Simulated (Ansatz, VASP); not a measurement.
**One calculation of LiC3, two programs**

```
Li C
1.0
     4.50236    0.00000    0.00000
    -2.25118    3.89916    0.00000
     0.00000    0.00000    7.14173
Li C
2 6
Cartesian
  0.0000 2.5994 1.7854
  2.2512 1.2997 5.3563
  3.0223 1.0468 1.7854
  0.6046 3.1408 5.3563
  2.0847 2.0940 1.7854
  -0.7711 2.8524 5.3563
  1.6466 0.7584 1.7854
  0.1665 1.8052 5.3563
```

Alike in both runs: functional PBE; k mesh 12 × 12 × 6; occupations gaussian, width 0.1 eV; no spin polarisation.

Ansatz relaxed the structure, and its values are those at the end. VASP's run is a single point on that final structure, the one shown.

|  | VASP | Ansatz |
| --- | --- | --- |
| version | VASP 6.6.1 | Ansatz 0.2.0 |
| potentials or method | VASP PAW PBE potentials, release 64 (Li_sv, C), cutoff 520 eV | scalar-relativistic, plane waves, PAW |
| valence electrons in the cell | 30 | 30 |

```tsv
	VASP	Ansatz	Ansatz less VASP
gap on the k mesh at the Fermi level (eV)	none	none	-
rms of the force components (eV/Å)	0.096	0.000	-0.0954
```

A gap of «none» marks a metal or a gap that the smearing closes.

Noted on VASP's run: the cutoff is under 1.25 times that of the potentials, so the pressure is a little rough.
